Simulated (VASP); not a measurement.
A run of VASP 6.6.1 is set up as follows.

Contents of INCAR:

```
SYSTEM = Nb
  PREC = Accurate
  ENCUT = 600
  EDIFF = 1E-6
  ISMEAR = -1
  SIGMA = 0.05
  LREAL = .FALSE.
  LASPH = .TRUE.
  NELM = 80
  ALGO = Normal
  ISIF = 3
  LWAVE = .FALSE.
  LCHARG = .FALSE.
  GGA = PE
  IBRION = 2
  NSW = 60
  EDIFFG = -0.005
```

The input KPOINTS:

```
regular mesh
0
G
  17 17 17
  0 0 0
```

The input POSCAR:

```
Nb
1.0
   -1.6548069191      1.6548069191      1.6548069191
    1.6548069191     -1.6548069191      1.6548069191
    1.6548069191      1.6548069191     -1.6548069191
Nb
1
Direct
    0.0000000000      0.0000000000      0.0000000000
```

Potentials or basis: VASP PAW PBE potentials, release 64 (Nb_sv).

The run is started by

```sh
$ cat potpaw_PBE.64/Nb_sv/POTCAR > POTCAR
$ mpirun -np 1 vasp_std > vasp.out
```

(1) Predict the relaxed cell.

(2) What does it give for the relaxed volume?

(3) What does it give for the band gap on the k mesh?

(4) What does it give for the space group after relaxing (to 0.1 Å)?

Answers

(1) a = 2.864 Å, b = 2.864 Å, c = 2.864 Å, α = 109.47°, β = 109.47°, γ = 109.47°.

(2) 18.09 Å³/atom.

(3) zero (an odd number of electrons rules out a gap without spin polarisation).

(4) Im-3m (No. 229).
